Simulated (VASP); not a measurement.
Runs of VASP 6.6.1 on AlN. It takes space group F-43m (No. 216, cubic). The conventional cell has a = 4.368 Å, b = 4.368 Å, c = 4.368 Å, α = 90.00°, β = 90.00°, γ = 90.00°. Al (site symmetry -43m) has 4 N at 1.89 Å within 2.5 Å. Within 2.5 Å of N (site symmetry -43m) lie 4 Al at 1.89 Å. 

```csv
k mesh,gap on the mesh (eV),pressure (GPa)
4 × 4 × 4,3.29,4.5
8 × 8 × 8,3.32,4.5
5 × 5 × 5,(a),4.5
7 × 7 × 7,3.62,4.5
```

Alike in all rows: task single point; level PBE; potentials or basis VASP PAW PBE potentials, release 64 (Al, N); no spin polarisation; cell as given; cutoff (eV) 600; smearing gaussian 0.01 eV.

Question: Estimate the missing entries.

Answer: (a) 3.89.

Caveats: some runs use coarse meshes; the cell stands under pressure (at least some runs); an odd mesh through Γ misses points on the zone boundary, where band edges can lie (at least some runs).
